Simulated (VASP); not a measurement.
Runs of VASP 6.6.1 on NbAs. The structure is that of space group I4_1md (No. 109), or close to it. The cells are those of the table. 

```csv
cell,gap on the mesh (eV),pressure (GPa),largest force (eV/Å)
"a = 6.276 Å, angles 148.4, 148.4, 45.4°, 4 atoms",none,(a),0.32
"a = 6.433 Å, angles 148.4, 148.4, 45.4°, 4 atoms",none,(b),0.22
"a = 6.484 Å, angles 148.4, 148.4, 45.4°, 4 atoms",none,-9.4,0.20
"a = 6.330 Å, angles 148.4, 148.4, 45.4°, 4 atoms",none,1.8,0.28
"a = 6.382 Å, angles 148.4, 148.4, 45.4°, 4 atoms",none,-2.4,0.25
```

Alike in all rows: task single point; level r2SCAN; potentials or basis VASP PAW PBE potentials, release 64 (Nb_sv, As); no spin polarisation; k mesh 11 × 11 × 11; cutoff (eV) 520; smearing methfessel-paxton 0.1 eV.

Estimate the missing entries.

(a) 6.7; (b) -6.1.

Caveats: the PAW data sets were made with another functional, which shifts forces and pressure a little; the cell stands under tension (at least some runs); the cell stands under pressure (at least some runs).

A k mesh can miss the band edges, and the runs leave out spin-orbit coupling on As, Nb.

A gap of «none» marks levels without a gap at the run's occupations.
